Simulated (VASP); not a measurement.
B2AsH2:

```
B H As
1.0
     3.31436    0.00000    0.00000
    -1.65718    2.87032    0.00000
     0.00000    0.00000    8.78139
B H As
2 2 1
Direct
  0.33333 0.66667 0.62145
  0.66667 0.33333 0.37855
  0.00000 0.00000 0.95727
  0.00000 0.00000 0.04273
  0.00000 0.00000 0.50000
```

The cell was built from a structure type or drawn by symmetry, and may not be a known phase.

```yaml
Program: VASP 6.6.1
Task: relaxation of cell and atoms
Functional: PBE
Potentials_or_basis: VASP PAW PBE potentials, release 64 (B, H, As)
Cutoff: 600 eV
k_mesh: 12 × 12 × 4
Occupations: gaussian, width 0.1 eV
Spin: no spin polarisation
```

At the start: pressure 0.2 GPa; volume 16.71 Å³/atom.

Task: How do energy, volume and symmetry change on relaxing?

Result: Over 6 steps the energy falls by 2.2 meV/atom and the volume is 16.88 Å³/atom (+1.0 %); space group P-3m1 (No. 164, to 0.1 Å) before and after.

The path:
```tsv
step	energy change (eV)	largest force (eV/Å)	pressure (GPa)	volume (Å³)
1	0.0000	0.2515	0.18	83.54
2	-0.0080	0.1278	0.28	83.77
3	-0.0097	0.2308	0.37	83.94
4	-0.0047	0.6071	-0.27	84.64
5	-0.0107	0.0214	0.19	84.14
6	-0.0110	0.0063	0.04	84.40
```

Final structure:
```
B H As
1.0
     3.34427    0.00000    0.00000
    -1.67213    2.89622    0.00000
     0.00000    0.00000    8.71431
B H As
2 2 1
Direct
  0.33333 0.66667 0.61882
  0.66667 0.33333 0.38118
  0.00000 0.00000 0.95694
  0.00000 0.00000 0.04306
  0.00000 0.00000 0.50000
```

Caveat: this functional lacks dispersion, which binds the layers, so the pressure and a relaxed spacing across them are unreliable.
